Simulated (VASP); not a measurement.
Here is a VASP 6.6.1 calculation.

POSCAR

```
HfO2
1.0
    3.7197603717      0.0000000000      0.0000000000
    0.0000000000      3.7197603717      0.0000000000
    0.0000000000      0.0000000000      5.4103133832
Hf O
2 4
Direct
    0.5000000000      0.5000000000      0.5000000000
    0.0000000000      0.0000000000      0.0000000000
    0.0000000000      0.5000000000      0.6738708264
    0.5000000000      0.0000000000      0.8261291736
    0.5000000000      0.0000000000      0.3261291736
    0.0000000000      0.5000000000      0.1738708264
```

Contents of INCAR.step1:

```
PREC = Accurate
ENCUT = 520
ISMEAR = 0
SIGMA = 0.01
LREAL = F
LASPH = T
NELM = 80
NBANDS = 31
GGA = PE
ALGO = Normal
EDIFF = 1E-4
LWAVE = T
LCHARG = F
```

The input INCAR.step2:

```
PREC = Accurate
ENCUT = 520
EDIFF = 1E-6
ISMEAR = 0
SIGMA = 0.01
LREAL = F
LASPH = T
NELM = 80
ALGO = Normal
ISIF = 2
LWAVE = F
LCHARG = F
METAGGA = R2SCAN
LMIXTAU = T
NBANDS = 31
ISTART = 1
```

Contents of KPOINTS:

```
regular mesh
0
Gamma
  8 8 6
```

Potentials or basis: VASP PAW PBE potentials, release 64 (Hf_pv, O).

The run is started by

```console
$ cat potpaw_PBE.64/Hf_pv/POTCAR potpaw_PBE.64/O/POTCAR > POTCAR
$ cp INCAR.step1 INCAR
$ mpirun -np 1 vasp_std > vasp.out
$ cp INCAR.step2 INCAR
$ mpirun -np 1 vasp_std > vasp.out
```

Task: Estimate the largest force.

Result: 0.087 eV/Å.

Task: Estimate the pressure.

Result: -21.2 GPa.

Stress tensor (GPa, compression positive):
```
-24.80   0.00   0.00
  0.00 -24.80   0.00
  0.00   0.00 -14.13
```

Caveat: the cell differs from its parent crystal (strain +4.0%); the stress differs along the axes, from -25 to -14 GPa; the PAW data sets were made with another functional, which shifts forces and pressure a little.
